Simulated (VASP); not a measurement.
# Pt2Se (Pnnm) in VASP: notebook

Pt2Se is run at these levels: PBE; tasks: single point.

Everything below comes from runs of VASP 6.6.1. Logs are shortened: lines on timing, memory, paths and dates and some standing lists are left out, and cuts for length are marked.

**1. The cell of the first run**

The structure is orthorhombic, space group Pnnm (No. 58). Conventional cell: a = 4.806 Å, b = 5.866 Å, c = 3.662 Å, α = 90.00°, β = 90.00°, γ = 90.00°. Pt (site symmetry m) has 1 Pt at 2.39 Å and 3 Se at 2.42 to 2.44 Å within 3.2 Å. Within 3.2 Å of Se (site symmetry 2/m) lie 6 Pt at 2.42 to 2.44 Å.

**2. Single point, PBE**

File INCAR:

```
SYSTEM = Pt2Se
  PREC = Accurate
  ENCUT = 520
  EDIFF = 1E-6
  ISMEAR = 0
  SIGMA = 0.1
  LREAL = .FALSE.
  LASPH = .TRUE.
  NELM = 100
  ALGO = Normal
  ISIF = 2
  LWAVE = .FALSE.
  LCHARG = .TRUE.
  GGA = PE
  LELF = .TRUE.
  LVHAR = .TRUE.
  NBANDS = 35
```

File KPOINTS:

```
Automatic mesh
0
G
  4 4 6
  0 0 0
```

File POSCAR:

```
Pt2Se
1.0
    4.8062210766      0.0000000000      0.0000000000
    0.0000000000      5.8659557333      0.0000000000
    0.0000000000      0.0000000000      3.6619239198
Pt Se
4 2
Direct
    0.2004000000      0.3787000000      0.0000000000
    0.7996000000      0.6213000000      0.0000000000
    0.7004000000      0.1213000000      0.5000000000
    0.2996000000      0.8787000000      0.5000000000
    0.0000000000      0.0000000000      0.0000000000
    0.5000000000      0.5000000000      0.5000000000
```

Potentials or basis: VASP PAW PBE potentials, release 64 (Pt, Se).

Command:

```
cat potpaw_PBE.64/Pt/POTCAR potpaw_PBE.64/Se/POTCAR > POTCAR
mpirun -np 1 vasp_std > vasp.out
```

OUTCAR:

```text
SYSTEM = Pt2Se
   PREC = Accurate
   ENCUT = 520
   EDIFF = 1E-6
   ISMEAR = 0
   LREAL = .FALSE.
   LASPH = .TRUE.
   NELM = 100
   ISIF = 2
   GGA = PE

 ion  position               nearest neighbor table
   1  0.200  0.379  0.000-   2 2.39   5 2.42   6 2.44   6 2.44   2 3.21   3 3.38   3 3.38   3 3.38
                             3 3.38   4 3.49   4 3.49   4 3.49   4 3.49
   2  0.800  0.621  0.000-   1 2.39   5 2.42   6 2.44   6 2.44   1 3.21   4 3.38   4 3.38   4 3.38
                             4 3.38   3 3.49   3 3.49   3 3.49   3 3.49
   3  0.700  0.121  0.500-   4 2.39   6 2.42   5 2.44   5 2.44   4 3.21   1 3.38   1 3.38   1 3.38
                             1 3.38   2 3.49   2 3.49   2 3.49   2 3.49
   4  0.300  0.879  0.500-   3 2.39   6 2.42   5 2.44   5 2.44   3 3.21   2 3.38   2 3.38   2 3.38
                             2 3.38   1 3.49   1 3.49   1 3.49   1 3.49
   5  0.000  0.000  0.000-   1 2.42   2 2.42   3 2.44   4 2.44   3 2.44   4 2.44
   6  0.500  0.500  0.500-   3 2.42   4 2.42   1 2.44   2 2.44   1 2.44   2 2.44

  LATTYP: Found a simple orthorhombic cell.
 ALAT       =     3.6619239198
 B/A-ratio  =     1.3124852350
 C/A-ratio  =     1.6018781006

  Lattice vectors:

 A1 = (   0.0000000000,   0.0000000000,   3.6619239198)
 A2 = (   4.8062210766,   0.0000000000,   0.0000000000)
 A3 = (   0.0000000000,   5.8659557333,   0.0000000000)

Analysis of symmetry for initial positions (statically):
=====================================================================
 Subroutine PRICEL returns:
 Original cell was already a primitive cell.

 Routine SETGRP: Setting up the symmetry group for a
 simple orthorhombic supercell.

 Subroutine GETGRP returns: Found  8 space group operations
 (whereof  4 operations were pure point group operations)
 out of a pool of  8 trial point group operations.

The static configuration has the point symmetry C_2h.
 The point group associated with its full space group is D_2h.

Analysis of symmetry for dynamics (positions and initial velocities):
=====================================================================
 Subroutine PRICEL returns:
 Original cell was already a primitive cell.

 Routine SETGRP: Setting up the symmetry group for a
 simple orthorhombic supercell.

 Subroutine GETGRP returns: Found  8 space group operations
 (whereof  4 operations were pure point group operations)
 out of a pool of  8 trial point group operations.

The dynamic configuration has the point symmetry C_2h.
 The point group associated with its full space group is D_2h.

 Subroutine INISYM returns: Found  8 space group operations
 (whereof  4 operations are pure point group operations),
 and found     1 'primitive' translations

----------------------------------------------------------------------------------------

                                     Primitive cell

  volume of cell :     103.2409

  direct lattice vectors                    reciprocal lattice vectors
     4.806221077  0.000000000  0.000000000     0.208063671  0.000000000  0.000000000
     0.000000000  5.865955733  0.000000000     0.000000000  0.170475204  0.000000000
     0.000000000  0.000000000  3.661923920     0.000000000  0.000000000  0.273080496

  length of vectors
     4.806221077  5.865955733  3.661923920     0.208063671  0.170475204  0.273080496

  position of ions in fractional coordinates (direct lattice)
     0.200400000  0.378700000  0.000000000
     0.799600000  0.621300000  0.000000000
     0.700400000  0.121300000  0.500000000
     0.299600000  0.878700000  0.500000000
     0.000000000  0.000000000  0.000000000
     0.500000000  0.500000000  0.500000000

  ion indices of the primitive-cell ions
   primitive index   ion index
                 1           1
                 2           2
                 3           3
                 4           4
                 5           5
                 6           6

----------------------------------------------------------------------------------------

 KPOINTS: Automatic mesh

Automatic generation of k-mesh.
 Grid dimensions read from file:
 generate k-points for:    4    4    6

 Generating k-lattice:

  Cartesian coordinates                     Fractional coordinates (reciprocal lattice)
     0.052015918  0.000000000  0.000000000     0.250000000  0.000000000  0.000000000
     0.000000000  0.042618801  0.000000000     0.000000000  0.250000000  0.000000000
     0.000000000  0.000000000  0.045513416     0.000000000  0.000000000  0.166666667

  Length of vectors
     0.052015918  0.042618801  0.045513416

  Shift w.r.t. Gamma in fractional coordinates (k-lattice)
     0.000000000  0.000000000  0.000000000

 Subroutine IBZKPT returns following result:
 ===========================================

 Found     36 irreducible k-points:

 Following reciprocal coordinates:
            Coordinates               Weight
  0.000000  0.000000  0.000000      1.000000
  0.250000  0.000000  0.000000      2.000000
  0.500000  0.000000  0.000000      1.000000
  0.000000  0.250000  0.000000      2.000000
  0.250000  0.250000  0.000000      4.000000
  0.500000  0.250000  0.000000      2.000000
[... 16 lines left out ...]
  0.250000  0.250000  0.333333      8.000000
  0.500000  0.250000  0.333333      4.000000
 [... further k-points ...]
   k-points           NKPTS =     36   k-points in BZ     NKDIM =     36   number of bands    NBANDS=     35
   number of dos      NEDOS =    301   number of ions     NIONS =      6
   total plane-waves  NPLWV =  48384
   dimension x,y,z NGX =    36 NGY =   48 NGZ =   28
   dimension x,y,z NGXF=    72 NGYF=   96 NGZF=   56
   ions per type =               4   2
   NGX,Y,Z   is equivalent  to a cutoff of  12.45, 13.60, 12.71 a.u.
   NGXF,Y,Z  is equivalent  to a cutoff of  24.90, 27.21, 25.42 a.u.
 SYSTEM =  Pt2Se
   PREC   = accura    normal or accurate (medium, high low for compatibility)
   ISTART =      0    job   : 0-new  1-cont  2-samecut
   ICHARG =      2    charge: 1-file 2-atom 10-const
   ISPIN  =      1    spin polarized calculation?
   LNONCOLLINEAR =      F non collinear calculations
   LSORBIT =      F    spin-orbit coupling
   LASPH  =      T    aspherical Exc in radial PAW
   ENCUT  =  520.0 eV  38.22 Ry    6.18 a.u.   8.94 10.91  6.81*2*pi/ulx,y,z
   NELM   =    100;   NELMIN=  2; NELMDL= -5     # of ELM steps
   EDIFF  = 0.1E-05   stopping-criterion for ELM
   LREAL  =      F    real-space projection
   EDIFFG = 0.1E-04   stopping-criterion for IOM
   NSW    =      0    number of steps for IOM
   IBRION =     -1    ionic relax: 0-MD 1-quasi-New 2-CG
   NFREE  =      0    steps in history (QN), initial steepest desc. (CG)
   ISIF   =      2    stress and relaxation
   ISYM   =      2    0-nonsym 1-usesym 2-fastsym
   POTIM  = 0.5000    time-step for ionic-motion
   TEBEG  =    0.0;   TEEND  =   0.0 temperature during run
   PSTRESS=    0.0 pullay stress
   NELECT =      52.0000    total number of electrons
   NUPDOWN=      -1.0000    fix difference up-down
   EMIN   =  10.00;   EMAX   =-10.00  energy-range for DOS
   EFERMI =   0.00;   METHOD = LEGACY
   ISMEAR =     0;   SIGMA  =   0.10  broadening in eV -4-tet -1-fermi 0-gaus
   EFERMI_NEDOS =   21; number of points for ismear=-14 and -15
   IALGO  =     38    algorithm
   IMIX   =      4    mixing-type and parameters
     AMIX     =   0.40;   BMIX     =  1.00
     AMIX_MAG =   1.60;   BMIX_MAG =  1.00
  volume/ion in A,a.u.               =      17.21       116.12
  Fermi-wavevector in a.u.,A,eV,Ry     =   1.302543  2.461449 23.083885  1.696618
  Thomas-Fermi vector in A             =   2.433604
   LORBIT       =      0    0 simple, 1 ext, 2 COOP (PROOUT), +10 PAW based schemes
   GGA     = PE    functional components
   LHFCALC =     F    Hartree Fock is set to
   AEXX    =    0.0000 exact exchange contribution
   IVDW    =     0    specifies the selected vdW correction
   LEPSILON=     F    determine dielectric tensor
   LRPA    =     F    only Hartree local field effects (RPA)
 non-spin polarized calculation
 Gauss-broadening in eV      SIGMA  =   0.10
  energy-cutoff  :      520.00
  volume of cell :      103.24
 maximum number of plane-waves:      2804
 NGX is ok and might be reduce to    36
   NGX = 17   NGY = 21   NGZ = 13

 number of electron      52.0000001 magnetization

 Free energy of the ion-electron system (eV)
  ---------------------------------------------------
  ext. energy  EPLUGINS =         0.00000000
  ---------------------------------------------------
  free energy    TOTEN  =       -27.46788102 eV

  energy without entropy =      -27.44336799  energy(sigma->0) =      -27.45562450

 E-fermi :   9.2614     XC(G=0): -12.0077

 val. band max:        9.2598164358   @ k =   0.0000   0.2500   0.5000
 cond. band min:       9.2705097684   @ k =   0.5000   0.2500   0.1667
 fundamental gap:      0.0106933326
 Fermi energy:         9.2614395142

 k-point     1 :       0.0000    0.0000    0.0000
  band No.  band energies     occupation
      1      -7.2107      2.00000
      2      -6.2176      2.00000
      3       1.2551      2.00000
      4       1.4358      2.00000
      5       2.0633      2.00000
      6       2.3793      2.00000
[... 27 lines left out ...]
     34      16.3924      0.00000
     35      17.4313      0.00000

 k-point     2 :       0.2500    0.0000    0.0000
  band No.  band energies     occupation
      1      -7.0389      2.00000
      2      -6.3281      2.00000
      3       1.2306      2.00000
      4       1.2910      2.00000
      5       2.1428      2.00000
      6       2.1520      2.00000
[... 27 lines left out ...]
     34      16.5245      0.00000
     35      16.7531      0.00000
[... 796 lines left out ...]
     34      15.7382      0.00000
     35      16.4766      0.00000

 k-point    24 :       0.5000    0.2500    0.3333
  band No.  band energies     occupation
      1      -6.3386      2.00000
      2      -6.3386      2.00000
      3       1.2547      2.00000
      4       1.2547      2.00000
      5       1.9207      2.00000
      6       1.9207      2.00000
[... 27 lines left out ...]
     34      15.2561      0.00000
     35      17.2652      0.00000

 [... further k-points ...]

------------------------ aborting loop because EDIFF is reached ----------------------------------------

  FORCE on cell =-STRESS in cart. coord.  units (eV):
  Direction    XX          YY          ZZ          XY          YZ          ZX
  --------------------------------------------------------------------------------------
  -------------------------------------------------------------------------------------
  Total       19.0729226     19.3902657     14.6645452     -0.0000000      0.0000000      0.0000000
  in kB      295.9892829    300.9140735    227.5764608     -0.0000000      0.0000000      0.0000000
  external PRESSURE =     274.8266057 kB  Pullay stress =       0.0000000 kB

 VOLUME and BASIS-vectors are now :
 -----------------------------------------------------------------------------
  energy-cutoff  :      520.00
  volume of cell :      103.24
      direct lattice vectors                 reciprocal lattice vectors
     4.806221077  0.000000000  0.000000000     0.208063671  0.000000000  0.000000000
     0.000000000  5.865955733  0.000000000     0.000000000  0.170475204  0.000000000
     0.000000000  0.000000000  3.661923920     0.000000000  0.000000000  0.273080496

 POSITION                                       TOTAL-FORCE (eV/Angst)
 -----------------------------------------------------------------------------------
      0.96317      2.22144      0.00000         1.582159     -1.996288     -0.000000
      3.84305      3.64452      0.00000        -1.582159      1.996288      0.000000
      3.36628      0.71154      1.83096         1.582159      1.996288      0.000000
      1.43994      5.15442      1.83096        -1.582159     -1.996288      0.000000
      0.00000      0.00000      0.00000         0.000000      0.000000      0.000000
      2.40311      2.93298      1.83096         0.000000      0.000000      0.000000
 -----------------------------------------------------------------------------------
    total drift:                                0.000000     -0.000000      0.000000

  FREE ENERGIE OF THE ION-ELECTRON SYSTEM (eV)
  ---------------------------------------------------
  free  energy   TOTEN  =       -27.4678810154 eV

  energy  without entropy=      -27.4433679861  energy(sigma->0) =      -27.45562450
```

It took 61 s on 1 thread of Intel Xeon Platinum 8488C (Sapphire Rapids), shared host; peak memory 0.27 GiB.

Results:

```yaml
Free_energy: -27.4679 eV
Pressure: 27.5 GPa
Largest_force: 2.547 eV/Å
Band_gap_on_the_k_mesh: zero (band 26 reaches 10.05 eV, above the bottom of band 27 at 8.44 eV)
```

Forces in eV/Å, atoms in the order of the input:
```
Pt   1.582 -1.996  0.000
Pt  -1.582  1.996  0.000
Pt   1.582  1.996  0.000
Pt  -1.582 -1.996  0.000
Se   0.000  0.000  0.000
Se   0.000  0.000  0.000
```

Caveat: spin-orbit coupling is left out, which moves the levels of the heavy elements; forces of over 1 eV/Å act on the atoms, so gaps and moduli don't describe the material at rest.

**3. Single point, PBE**

This run uses another cell than the first one, of 17.34 Å³/atom, 1.008 times its volume.

File INCAR:

```
ALGO = Normal ; EDIFF = 1E-6
ENCUT = 520 ; GGA = PE
ISIF = 2 ; ISMEAR = 0
LASPH = T ; LCHARG = F
LREAL = F ; LWAVE = F
NBANDS = 35 ; NELM = 100
PREC = Accurate ; SIGMA = 0.1
```

File KPOINTS:

```
k-points
0
Gamma
  10 6 10
```

File POSCAR:

```
Pt2Se
1.0
    3.8803590112      0.0000000000      0.0000000000
    0.0000000000      7.5743533560      0.0000000000
    0.0000000000      0.0000000000      3.5391752174
Pt Se
4 2
Direct
    0.1463103505      0.3238353128      0.0000000000
    0.8536896495      0.6761646872      0.0000000000
    0.6463103505      0.1761646872      0.5000000000
    0.3536896495      0.8238353128      0.5000000000
    0.0000000000      0.0000000000      0.0000000000
    0.5000000000      0.5000000000      0.5000000000
```

Potentials or basis: VASP PAW PBE potentials, release 64 (Pt, Se).

Command:

```
cat potpaw_PBE.64/Pt/POTCAR potpaw_PBE.64/Se/POTCAR > POTCAR
mpirun -np 1 vasp_std > vasp.out
```

It took 3.8 min on 1 thread of AMD EPYC 9R14 (Zen 4), shared host; peak memory 0.48 GiB.

It converged, with:

```
Free energy            : -30.8031 eV
Pressure               : -0.1 GPa
Largest force          : 0.006 eV/Å
Band gap on the k mesh : zero (band 26 reaches 9.31 eV, above the bottom of band 27 at 8.40 eV)
```

Forces in eV/Å, atoms in the order of the input:
```
Pt   0.000  0.006  0.000
Pt   0.000 -0.006  0.000
Pt   0.000 -0.006  0.000
Pt   0.000  0.006  0.000
Se   0.000  0.000  0.000
Se   0.000  0.000  0.000
```

Stress tensor (GPa, compression positive):
```
-0.14  0.00  0.00
 0.00 -0.01  0.00
 0.00  0.00 -0.12
```

Levels at points of the mesh, in eV from the Fermi level:
| k point | band 22 | band 23 | band 24 | band 25 | band 26 | band 27 | band 28 | band 29 | band 30 | band 31 |
| --- | --- | --- | --- | --- | --- | --- | --- | --- | --- | --- |
| (0.00, 0.00, 0.00) | -2.11 | -1.57 | -0.81 | -0.28 | -0.10 | 0.72 | 0.87 | 1.86 | 1.93 | 4.54 |
| (0.50, 0.00, 0.00) | -1.76 | -1.25 | -1.25 | -1.09 | -1.09 | 1.25 | 1.25 | 1.71 | 1.71 | 4.17 |
| (0.00, 0.50, 0.00) | -1.40 | -1.34 | -1.34 | -0.52 | -0.52 | 0.76 | 0.76 | 1.05 | 1.05 | 4.09 |
| (0.50, 0.50, 0.00) | -1.81 | -1.61 | -1.61 | -1.30 | -1.30 | 1.07 | 1.07 | 1.26 | 1.26 | 4.75 |
| (0.00, 0.00, 0.50) | -1.45 | -1.11 | -1.11 | -1.05 | -1.05 | 0.74 | 0.74 | 2.32 | 2.32 | 4.52 |
| (0.50, 0.00, 0.50) | -1.75 | -1.57 | -1.57 | 0.37 | 0.37 | 0.71 | 0.71 | 1.41 | 1.41 | 1.96 |
| (0.00, 0.50, 0.50) | -1.64 | -1.44 | -1.44 | -1.27 | -1.27 | 0.90 | 0.90 | 1.35 | 1.35 | 5.31 |
| (0.50, 0.50, 0.50) | -1.74 | -1.70 | -1.70 | -0.50 | -0.50 | 0.18 | 0.18 | 1.30 | 1.30 | 4.18 |

Caveat: spin-orbit coupling is left out, which moves the levels of the heavy elements.

(Part 1 of 2 ends here.)
